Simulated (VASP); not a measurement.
# Li3NiPd (Pm-3m) in VASP: notebook, part 2 of 2

VASP 6.6.1. The steps go on from the part before.

### 3 Relaxation of cell and atoms, PBE

This run uses another cell than the first one, of 11.44 Å³/atom, 0.618 times its volume.

Contents of INCAR:

```
PREC = Accurate
ENCUT = 600
EDIFF = 1E-6
ISMEAR = 0
SIGMA = 0.1
LREAL = False
LASPH = True
NELM = 60
ALGO = Normal
ISIF = 3
LWAVE = False
LCHARG = False
GGA = PE
IBRION = 2
NSW = 90
EDIFFG = -0.04
```

Contents of KPOINTS:

```
Automatic mesh
0
Gamma
  4 4 4
```

Contents of POSCAR:

```
Li3NiPd
1.0
    3.8527220505      0.0000000000      0.0000000000
    0.0000000000      3.8527220505      0.0000000000
    0.0000000000      0.0000000000      3.8527220505
Li Ni Pd
3 1 1
Direct
    0.0000000000      0.5000000000      0.5000000000
    0.5000000000      0.0000000000      0.5000000000
    0.5000000000      0.5000000000      0.0000000000
    0.0000000000      0.0000000000      0.0000000000
    0.5000000000      0.5000000000      0.5000000000
```

Potentials or basis: VASP PAW PBE potentials, release 64 (Li_sv, Ni, Pd).

The run is started by

```sh
cat potpaw_PBE.64/Li_sv/POTCAR potpaw_PBE.64/Ni/POTCAR potpaw_PBE.64/Pd/POTCAR > POTCAR
mpirun -np 1 vasp_std > vasp.out
```

OUTCAR:

```text
PREC = Accurate
   ENCUT = 600
   EDIFF = 1E-6
   ISMEAR = 0
   LREAL = False
   LASPH = True
   NELM = 60
   ISIF = 3
   GGA = PE
   IBRION = 2
   NSW = 90
   EDIFFG = -0.04

 ion  position               nearest neighbor table
   1  0.000  0.500  0.500-   5 1.93   5 1.93   4 2.72   4 2.72   4 2.72   4 2.72
   2  0.500  0.000  0.500-   5 1.93   5 1.93   4 2.72   4 2.72   4 2.72   4 2.72
   3  0.500  0.500  0.000-   5 1.93   5 1.93   4 2.72   4 2.72   4 2.72   4 2.72
   4  0.000  0.000  0.000-   1 2.72   2 2.72   3 2.72   1 2.72   2 2.72   1 2.72   3 2.72   1 2.72
                             2 2.72   3 2.72   2 2.72   3 2.72
   5  0.500  0.500  0.500-   1 1.93   2 1.93   3 1.93   3 1.93   2 1.93   1 1.93

  LATTYP: Found a simple cubic cell.
 ALAT       =     3.8527220505

  Lattice vectors:

 A1 = (   3.8527220505,   0.0000000000,   0.0000000000)
 A2 = (   0.0000000000,   3.8527220505,   0.0000000000)
 A3 = (   0.0000000000,   0.0000000000,   3.8527220505)

Analysis of symmetry for initial positions (statically):
=====================================================================
 Subroutine PRICEL returns:
 Original cell was already a primitive cell.

 Routine SETGRP: Setting up the symmetry group for a
 simple cubic supercell.

 Subroutine GETGRP returns: Found 48 space group operations
 (whereof 48 operations were pure point group operations)
 out of a pool of 48 trial point group operations.

The static configuration has the point symmetry O_h .

Analysis of symmetry for dynamics (positions and initial velocities):
=====================================================================
 Subroutine PRICEL returns:
 Original cell was already a primitive cell.

 Routine SETGRP: Setting up the symmetry group for a
 simple cubic supercell.

 Subroutine GETGRP returns: Found 48 space group operations
 (whereof 48 operations were pure point group operations)
 out of a pool of 48 trial point group operations.

The dynamic configuration has the point symmetry O_h .

 Subroutine INISYM returns: Found 48 space group operations
 (whereof 48 operations are pure point group operations),
 and found     1 'primitive' translations

----------------------------------------------------------------------------------------

[... 80 lines left out ...]
   LASPH  =      T    aspherical Exc in radial PAW
   ENCUT  =  600.0 eV  44.10 Ry    6.64 a.u.   7.69  7.69  7.69*2*pi/ulx,y,z
   NELM   =     60;   NELMIN=  2; NELMDL= -5     # of ELM steps
   EDIFF  = 0.1E-05   stopping-criterion for ELM
   LREAL  =      F    real-space projection
   EDIFFG = -.4E-01   stopping-criterion for IOM
   NSW    =     90    number of steps for IOM
   IBRION =      2    ionic relax: 0-MD 1-quasi-New 2-CG
   NFREE  =      1    steps in history (QN), initial steepest desc. (CG)
   ISIF   =      3    stress and relaxation
   ISYM   =      2    0-nonsym 1-usesym 2-fastsym
   POTIM  = 0.5000    time-step for ionic-motion
   TEBEG  =    0.0;   TEEND  =   0.0 temperature during run
   PSTRESS=    0.0 pullay stress
   NELECT =      29.0000    total number of electrons
   NUPDOWN=      -1.0000    fix difference up-down
   EMIN   =  10.00;   EMAX   =-10.00  energy-range for DOS
   EFERMI =   0.00;   METHOD = LEGACY
   ISMEAR =     0;   SIGMA  =   0.10  broadening in eV -4-tet -1-fermi 0-gaus
   EFERMI_NEDOS =   21; number of points for ismear=-14 and -15
   IALGO  =     38    algorithm
   IMIX   =      4    mixing-type and parameters
     AMIX     =   0.40;   BMIX     =  1.00
     AMIX_MAG =   1.60;   BMIX_MAG =  1.00
  volume/ion in A,a.u.               =      11.44        77.18
  Fermi-wavevector in a.u.,A,eV,Ry     =   1.305489  2.467016 23.188423  1.704301
  Thomas-Fermi vector in A             =   2.436354
   LORBIT       =      0    0 simple, 1 ext, 2 COOP (PROOUT), +10 PAW based schemes
   GGA     = PE    functional components
   LHFCALC =     F    Hartree Fock is set to
   AEXX    =    0.0000 exact exchange contribution
   IVDW    =     0    specifies the selected vdW correction
   LEPSILON=     F    determine dielectric tensor
   LRPA    =     F    only Hartree local field effects (RPA)
 conjugate gradient relaxation of ions
 non-spin polarized calculation
 Gauss-broadening in eV      SIGMA  =   0.10
  energy-cutoff  :      600.00
  volume of cell :       57.19
 maximum number of plane-waves:      1935
 NGX is ok and might be reduce to    32
   NGX = 15   NGY = 15   NGZ = 15

--------------------------------------- Ionic step        1  -------------------------------------------

 number of electron      28.9999985 magnetization

 Free energy of the ion-electron system (eV)
  ---------------------------------------------------
  ext. energy  EPLUGINS =         0.00000000
  ---------------------------------------------------
  free energy    TOTEN  =       -11.67728579 eV

  energy without entropy =      -11.67146366  energy(sigma->0) =      -11.67437473

 E-fermi :   5.7107     XC(G=0): -10.6778

 val. band max:        5.5736232534   @ k =   0.2500   0.0000   0.0000
 cond. band min:       5.7359276352   @ k =   0.5000   0.5000   0.2500
 fundamental gap:      0.1623043818
 Fermi energy:         5.7107098438
[... 541 lines left out ...]
--------------------------------------- Ionic step        4  -------------------------------------------

 number of electron      29.0000056 magnetization

 Free energy of the ion-electron system (eV)
  ---------------------------------------------------
  ext. energy  EPLUGINS =         0.00000000
  ---------------------------------------------------
  free energy    TOTEN  =       -14.06255746 eV

  energy without entropy =      -14.04750051  energy(sigma->0) =      -14.05502899

 E-fermi :   2.2987     XC(G=0):  -8.7567

 val. band max:        2.2612563950   @ k =   0.2500   0.0000   0.0000
 cond. band min:       2.4606765423   @ k =   0.5000   0.5000   0.0000
 fundamental gap:      0.1994201472
 Fermi energy:         2.2986925687
[... 240 lines left out ...]
  FREE ENERGIE OF THE ION-ELECTRON SYSTEM (eV)
  ---------------------------------------------------
  free  energy   TOTEN  =       -14.0625574572 eV

  energy  without entropy=      -14.0475005138  energy(sigma->0) =      -14.05502899

 reached required accuracy - stopping structural energy minimisation
```

Wall time 1.9 min (1 thread of AMD EPYC 7R13, shared host); peak memory 0.16 GiB.

Results:

```yaml
Free_energy: -14.0626 eV
Relaxed_volume: 17.88 Å³/atom
Relaxed_cell: a = 4.472 Å, b = 4.472 Å, c = 4.472 Å, α = 90.00°, β = 90.00°, γ = 90.00°
Space_group_after_relaxing_to_0.05_Å: Pm-3m (No. 221)
Energy_gained_by_relaxing: 477.1 meV/atom
Ionic_steps: 4
Pressure_after_relaxing: 0.1 GPa
```

Step by step:
```tsv
step	energy change (eV)	largest force (eV/Å)	pressure (GPa)	volume (Å³)
1	0.0000	0.0000	32.95	57.19
2	-2.2125	0.0000	5.46	78.95
3	-2.3691	0.0000	1.43	86.34
4	-2.3853	0.0000	0.15	89.41
```

Final structure:
```yaml
crystal:
  lattice:
    - [4.47164, 0.00000, 0.00000]
    - [0.00000, 4.47164, 0.00000]
    - [0.00000, 0.00000, 4.47164]
  atoms:
    - { symbol: Li, position: [0.00000, 0.50000, 0.50000] }
    - { symbol: Li, position: [0.50000, 0.00000, 0.50000] }
    - { symbol: Li, position: [0.50000, 0.50000, 0.00000] }
    - { symbol: Ni, position: [0.00000, 0.00000, 0.00000] }
    - { symbol: Pd, position: [0.50000, 0.50000, 0.50000] }
```

Caveat: the k points lie up to 0.35 Å⁻¹ apart in the final cell; the cutoff is under 1.25 times the usual one of these potentials, so pressure, stress and relaxed cells hold a basis-set (Pulay) error; the volume moved by over 15 % at a fixed basis, so the end points are rough. Spin polarisation is off, so any magnetic state and its effect on volume and gap are missing.

### 4 Single point, PBE

This run uses another cell than the first one, of 18.76 Å³/atom, 1.014 times its volume.

Contents of INCAR:

```
SYSTEM = Li3NiPd
PREC     = Accurate       ! precision mode
ENCUT    = 520            ! plane-wave cutoff, eV
EDIFF    = 1E-6           ! SCF threshold, eV
ISMEAR   = 0              ! smearing method
SIGMA    = 0.1            ! smearing width, eV
LREAL    = .FALSE.        ! projectors in reciprocal space
LASPH    = .TRUE.         ! aspherical terms in the spheres
NELM     = 100            ! most SCF steps
ALGO     = Normal         ! electronic algorithm
ISIF     = 2              ! what is computed and relaxed
LWAVE    = .FALSE.        ! write WAVECAR
LCHARG   = .FALSE.        ! write CHGCAR
GGA      = PE             ! functional
NBANDS   = 22             ! bands
```

Contents of KPOINTS:

```
regular mesh
0
G
  8 8 8
  0 0 0
```

Changes to POSCAR since step 3:

```diff
@@ -2,5 +2,5 @@
 1.0
-    3.8527220505      0.0000000000      0.0000000000
-    0.0000000000      3.8527220505      0.0000000000
-    0.0000000000      0.0000000000      3.8527220505
+    4.5438896537      0.0000000000      0.0000000000
+    0.0000000000      4.5438896537      0.0000000000
+    0.0000000000      0.0000000000      4.5438896537
 Li Ni Pd
```

The run is started by

```sh
cat potpaw_PBE.64/Li_sv/POTCAR potpaw_PBE.64/Ni/POTCAR potpaw_PBE.64/Pd/POTCAR > POTCAR
mpirun -np 1 vasp_std > vasp.out
```

Run time: 3.5 min. Hardware: 1 thread of AMD EPYC 7R13, shared host; peak memory 0.22 GiB.

Results (log left out):

* Free energy: -14.1659 eV

Levels at points of the mesh, in eV from the Fermi level:
```tsv
k point	band 12	band 13	band 14	band 15	band 16	band 17
(0.00, 0.00, 0.00)	-0.22	-0.22	-0.22	1.54	1.54	1.54
(0.50, 0.00, 0.00)	-0.41	-0.41	-0.24	-0.17	3.31	3.31
(0.50, 0.50, 0.00)	-0.25	-0.17	-0.12	-0.12	0.13	0.18
(0.50, 0.50, 0.50)	-0.52	-0.16	-0.16	0.57	1.96	1.96
```

Caveat: the cutoff is under 1.25 times the usual one of these potentials, so pressure, stress and relaxed cells hold a basis-set (Pulay) error. Spin polarisation is off, so any magnetic state and its effect on volume and gap are missing.

### 5 Single point, PBE, collinear spin, ferromagnetic start

This run uses another cell than the first one, of 11.44 Å³/atom, 0.618 times its volume.

Contents of INCAR:

```
ALGO = Normal
EDIFF = 1E-6
ENCUT = 520
GGA = PE
ISIF = 2
ISMEAR = 0
ISPIN = 2
LASPH = T
LCHARG = F
LMAXMIX = 4
LORBIT = 11
LREAL = F
LWAVE = F
MAGMOM = 0 0 0 2 0
NBANDS = 26
NELM = 150
PREC = Accurate
SIGMA = 0.1
```

Contents of KPOINTS:

```
k-points
0
Gamma
  6 6 6
```

Changes to POSCAR since step 4:

```diff
@@ -2,5 +2,5 @@
 1.0
-    4.5438896537      0.0000000000      0.0000000000
-    0.0000000000      4.5438896537      0.0000000000
-    0.0000000000      0.0000000000      4.5438896537
+    3.8527220505      0.0000000000      0.0000000000
+    0.0000000000      3.8527220505      0.0000000000
+    0.0000000000      0.0000000000      3.8527220505
 Li Ni Pd
```

The run is started by

```sh
cat potpaw_PBE.64/Li_sv/POTCAR potpaw_PBE.64/Ni/POTCAR potpaw_PBE.64/Pd/POTCAR > POTCAR
mpirun -np 1 vasp_std > vasp.out
```

Wall time 2.8 min (1 thread of AMD EPYC 7R13, shared host); peak memory 0.19 GiB.

Results (log left out):

- Free energy: -11.6417 eV
- Net moment: 0.00 μB per cell
- Valence electrons inside the program's atomic spheres: Li 2.25; Ni 8.98; Pd 10.02

Levels at points of the mesh, in eV from the Fermi level:
Spin up:
```tsv
k point	band 11	band 12	band 13	band 14	band 15	band 16	band 17	band 18
(0.00, 0.00, 0.00)	-0.99	-0.62	-0.62	-0.62	1.34	1.34	1.34	5.99
(0.50, 0.00, 0.00)	-1.21	-1.10	-1.10	-0.71	-0.52	4.36	4.36	6.17
(0.50, 0.50, 0.00)	-0.80	-0.80	-0.65	-0.65	-0.54	0.53	0.62	5.85
(0.50, 0.50, 0.50)	-1.21	-1.10	-0.52	-0.52	1.19	2.29	2.29	2.29
```
Spin down:
| k point | band 11 | band 12 | band 13 | band 14 | band 15 | band 16 | band 17 | band 18 |
| --- | --- | --- | --- | --- | --- | --- | --- | --- |
| (0.00, 0.00, 0.00) | -0.99 | -0.62 | -0.62 | -0.62 | 1.34 | 1.34 | 1.34 | 5.99 |
| (0.50, 0.00, 0.00) | -1.21 | -1.10 | -1.10 | -0.71 | -0.52 | 4.36 | 4.36 | 6.17 |
| (0.50, 0.50, 0.00) | -0.80 | -0.80 | -0.65 | -0.65 | -0.54 | 0.53 | 0.62 | 5.85 |
| (0.50, 0.50, 0.50) | -1.21 | -1.10 | -0.52 | -0.52 | 1.19 | 2.29 | 2.29 | 2.29 |

Caveat: the cutoff is under 1.25 times the usual one of these potentials, so pressure, stress and relaxed cells hold a basis-set (Pulay) error; the starting moments collapsed, and a magnetic state may lie lower.

### 6 Relaxation of cell and atoms, PBE

Contents of INCAR:

```
  PREC = Accurate
  ENCUT = 600
  EDIFF = 1E-6
  ISMEAR = 0
  SIGMA = 0.1
  LREAL = False
  LASPH = True
  NELM = 100
  ALGO = Normal
  ISIF = 3
  LWAVE = False
  LCHARG = False
  GGA = PE
  IBRION = 2
  NSW = 100
  EDIFFG = -0.01
```

Contents of KPOINTS:

```
Automatic mesh
0
Gamma
  8 8 8
```

Changes to POSCAR since step 5:

```diff
@@ -2,5 +2,5 @@
 1.0
-    3.8527220505      0.0000000000      0.0000000000
-    0.0000000000      3.8527220505      0.0000000000
-    0.0000000000      0.0000000000      3.8527220505
+    4.5222666963      0.0000000000      0.0000000000
+    0.0000000000      4.5222666963      0.0000000000
+    0.0000000000      0.0000000000      4.5222666963
 Li Ni Pd
```

Potentials or basis: VASP PAW PBE potentials, release 64 (Li_sv, Ni, Pd).

The run is started by

```sh
cat potpaw_PBE.64/Li_sv/POTCAR potpaw_PBE.64/Ni/POTCAR potpaw_PBE.64/Pd/POTCAR > POTCAR
mpirun -np 1 vasp_std > vasp.out
```

Run time: 6.8 min. Hardware: 1 thread of AMD EPYC 7R13, shared host; peak memory 0.24 GiB.

Results (log left out):

```yaml
Free_energy: -14.1648 eV
Relaxed_volume: 18.83 Å³/atom
Relaxed_cell: a = 4.549 Å, b = 4.549 Å, c = 4.549 Å, α = 90.00°, β = 90.00°, γ = 90.00°
Space_group_after_relaxing_to_0.05_Å: Pm-3m (No. 221)
Energy_gained_by_relaxing: 0.3 meV/atom
Ionic_steps: 4
Pressure_after_relaxing: -0.1 GPa
```

Step by step:
```tsv
step	energy change (eV)	largest force (eV/Å)	pressure (GPa)	volume (Å³)
1	0.0000	0.0000	0.35	92.48
2	-0.0010	0.0000	0.22	93.02
3	-0.0014	0.0000	0.12	93.40
4	-0.0016	0.0000	-0.07	94.15
```

Final structure:
```
Li Ni Pd
1.0
     4.54920    0.00000    0.00000
     0.00000    4.54920    0.00000
     0.00000    0.00000    4.54920
Li Ni Pd
3 1 1
Direct
  0.00000 0.50000 0.50000
  0.50000 0.00000 0.50000
  0.50000 0.50000 0.00000
  0.00000 0.00000 0.00000
  0.50000 0.50000 0.50000
```

Levels at points of the mesh, in eV from the Fermi level:
```tsv
k point	band 10	band 11	band 12	band 13	band 14	band 15	band 16	band 17	band 18
(0.00, 0.00, 0.00)	-0.37	-0.37	-0.22	-0.22	-0.22	1.55	1.55	1.55	2.69
(0.50, 0.00, 0.00)	-2.02	-0.44	-0.40	-0.40	-0.24	-0.17	3.30	3.30	4.75
(0.50, 0.50, 0.00)	-0.41	-0.24	-0.24	-0.17	-0.11	-0.11	0.13	0.18	4.24
(0.50, 0.50, 0.50)	-0.51	-0.51	-0.51	-0.16	-0.16	0.56	1.96	1.96	1.96
```

Caveat: the cutoff is under 1.25 times the usual one of these potentials, so pressure, stress and relaxed cells hold a basis-set (Pulay) error. Spin polarisation is off, so any magnetic state and its effect on volume and gap are missing.

### 7 Relaxation of cell and atoms, PBE

This run uses another cell than the first one, of 11.44 Å³/atom, 0.618 times its volume.

Contents of INCAR:

```
PREC = Accurate
ENCUT = 750
EDIFF = 1E-7
ISMEAR = 0
SIGMA = 0.1
LREAL = False
LASPH = True
NELM = 120
ALGO = Normal
ISIF = 3
LWAVE = False
LCHARG = False
GGA = PE
IBRION = 2
NSW = 90
EDIFFG = -0.04
GGA_COMPAT = False
NELMIN = 4
```

Contents of KPOINTS:

```
Automatic mesh
0
Gamma
  4 4 4
```

Changes to POSCAR since step 6:

```diff
@@ -2,5 +2,5 @@
 1.0
-    4.5222666963      0.0000000000      0.0000000000
-    0.0000000000      4.5222666963      0.0000000000
-    0.0000000000      0.0000000000      4.5222666963
+    3.8527220505      0.0000000000      0.0000000000
+    0.0000000000      3.8527220505      0.0000000000
+    0.0000000000      0.0000000000      3.8527220505
 Li Ni Pd
```

Potentials or basis: VASP PAW PBE potentials, release 64 (Li_sv, Ni_sv_GW, Pd_sv_GW).

The run is started by

```sh
cat potpaw_PBE.64/Li_sv/POTCAR potpaw_PBE.64/Ni_sv_GW/POTCAR potpaw_PBE.64/Pd_sv_GW/POTCAR > POTCAR
mpirun -np 1 vasp_std > vasp.out
```

Wall time 1.7 min (1 thread of Intel Xeon 6975P-C (Granite Rapids), shared host); peak memory 0.24 GiB.

Results (log left out):

```yaml
Free_energy: -13.4789 eV
Relaxed_volume: 17.83 Å³/atom
Relaxed_cell: a = 4.467 Å, b = 4.467 Å, c = 4.467 Å, α = 90.00°, β = 90.00°, γ = 90.00°
Space_group_after_relaxing_to_0.05_Å: Pm-3m (No. 221)
Energy_gained_by_relaxing: 456.4 meV/atom
Ionic_steps: 4
Pressure_after_relaxing: 0.2 GPa
```

The path:
```
step  energy change (eV)  largest force (eV/Å)  pressure (GPa)  volume (Å³)
   1              0.0000                0.0000           32.39        57.19
   2             -2.1173                0.0000            5.25        78.54
   3             -2.2614                0.0000            1.61        85.51
   4             -2.2820                0.0000            0.24        89.14
```

Final structure:
```yaml
crystal:
  lattice:
    - [4.46704, 0.00000, 0.00000]
    - [0.00000, 4.46704, 0.00000]
    - [0.00000, 0.00000, 4.46704]
  atoms:
    - { symbol: Li, position: [0.00000, 0.50000, 0.50000] }
    - { symbol: Li, position: [0.50000, 0.00000, 0.50000] }
    - { symbol: Li, position: [0.50000, 0.50000, 0.00000] }
    - { symbol: Ni, position: [0.00000, 0.00000, 0.00000] }
    - { symbol: Pd, position: [0.50000, 0.50000, 0.50000] }
```

Levels at points of the mesh, in eV from the Fermi level:
| k point | band 19 | band 20 | band 21 | band 22 | band 23 | band 24 | band 25 | band 26 |
| --- | --- | --- | --- | --- | --- | --- | --- | --- |
| (0.00, 0.00, 0.00) | -0.40 | -0.23 | -0.23 | -0.23 | 1.55 | 1.55 | 1.55 | 2.95 |
| (0.50, 0.00, 0.00) | -0.47 | -0.44 | -0.44 | -0.25 | -0.17 | 3.42 | 3.42 | 4.88 |
| (0.50, 0.50, 0.00) | -0.26 | -0.26 | -0.17 | -0.16 | -0.16 | 0.17 | 0.21 | 4.40 |
| (0.50, 0.50, 0.50) | -0.55 | -0.55 | -0.17 | -0.17 | 0.61 | 1.98 | 1.98 | 2.15 |

Caveat: the k points lie up to 0.35 Å⁻¹ apart in the final cell; the volume moved by over 15 % at a fixed basis, so the end points are rough.

### 8 The runs side by side

```tsv
task	potentials or basis	cell	k mesh	cutoff (eV)	second run	gap on the mesh (eV)	pressure (GPa)	relaxed volume (Å³/atom)
single point	VASP PAW PBE potentials, release 64 (Li_sv, Ni, Pd)	a = 4.522 Å, 5 atoms	4 × 4 × 4	520	-	none	-	-
relaxation of cell and atoms	VASP PAW PBE potentials, release 64 (Li_sv, Ni, Pd)	relaxed from a = 3.853 Å, 5 atoms	4 × 4 × 4	600	-	none	0.1	17.88
single point	VASP PAW PBE potentials, release 64 (Li_sv, Ni, Pd)	a = 4.544 Å, 5 atoms	8 × 8 × 8	520	-	none	-	-
relaxation of cell and atoms	VASP PAW PBE potentials, release 64 (Li_sv, Ni, Pd)	relaxed from a = 4.522 Å, 5 atoms	8 × 8 × 8	600	-	none	-0.1	18.83
relaxation of cell and atoms	VASP PAW PBE potentials, release 64 (Li_sv, Ni_sv_GW, Pd_sv_GW)	relaxed from a = 3.853 Å, 5 atoms	4 × 4 × 4	750	valence_matched	none	0.2	17.83
```

Alike in all rows: level PBE; no spin polarisation; smearing gaussian 0.1 eV.

Caveats: some runs use coarse meshes; the cutoff is under 1.25 times the usual one of these potentials, so pressure, stress and relaxed cells hold a basis-set (Pulay) error (some runs); the volume moved by over 15 % at a fixed basis, so the end points are rough (some runs).

Absolute energies hang on the potentials; compare differences alone.
